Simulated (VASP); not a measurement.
Wanted: the native input for a VASP 6.6.1 run.

* Task: single point
* Functional: PBEsol
* Potentials or basis: VASP PAW PBE potentials, release 64 (Zr_sv, H)
* Cutoff: 520 eV
* k mesh: 4 × 3 × 4
* Occupations: gaussian, width 0.1 eV
* Spin: no spin polarisation
* Dipole correction: no
* Further INCAR settings: ALGO = Normal; EDIFF = 1e-06; NBANDS = 84

The structure of Zr12H (a cell with a defect) lies in POSCAR:

```
Zr12H
1.0
    6.4600000000      0.0000000000      0.0000000000
   -4.8450000000      8.3917860000      0.0000000000
    0.0000000000      0.0000000000      5.1453900000
Zr H
12 1
Direct
    0.0057766436     -0.0006645784      0.0010170269
    0.1724291650      0.2258401251      0.5009643584
    0.0026646579      0.3288482333      0.0009542523
    0.1488444439      0.5498101358      0.5009808780
   -0.0019614197      0.6618704290      0.0009935107
    0.1635964387      0.8874245602      0.5010255782
    0.5008368730     -0.0005450568      0.0010152778
    0.6615739308      0.2214828881      0.5009699945
    0.5066677857      0.3317271198      0.0009602771
    0.6649562743      0.5515377775      0.5009828215
    0.4994530051      0.6665887333      0.0010034225
    0.6770543645      0.9047748596      0.5010384053
    0.4980181996      0.6722005304      0.5009186864
```

The input as run:

INCAR

```
SYSTEM = Zr12H
ALGO = Normal
EDIFF = 1E-6
ENCUT = 520
GGA = PS
ISIF = 2
ISMEAR = 0
LASPH = .True.
LCHARG = .False.
LREAL = .False.
LWAVE = .False.
NBANDS = 84
NELM = 60
PREC = Accurate
SIGMA = 0.1
```

KPOINTS

```
k-points
0
Gamma
  4 3 4
  0 0 0
```

Potentials or basis: VASP PAW PBE potentials, release 64 (Zr_sv, H).

The run is started by

```sh
$ cat potpaw_PBE.64/Zr_sv/POTCAR potpaw_PBE.64/H/POTCAR > POTCAR
$ mpirun -np 1 vasp_std > vasp.out
```

It gave:

```
Pressure               : -1.7 GPa
Largest force          : 0.024 eV/Å
Band gap on the k mesh : zero (an odd number of electrons rules out a gap without spin polarisation)
```

Caveat: the PAW data sets were made with another functional, which shifts forces and pressure a little.

Run time: 7 min on 1 thread of AMD EPYC 9R45 96-Core Processor (Zen 5) (shared host), peak memory 0.57 GiB.
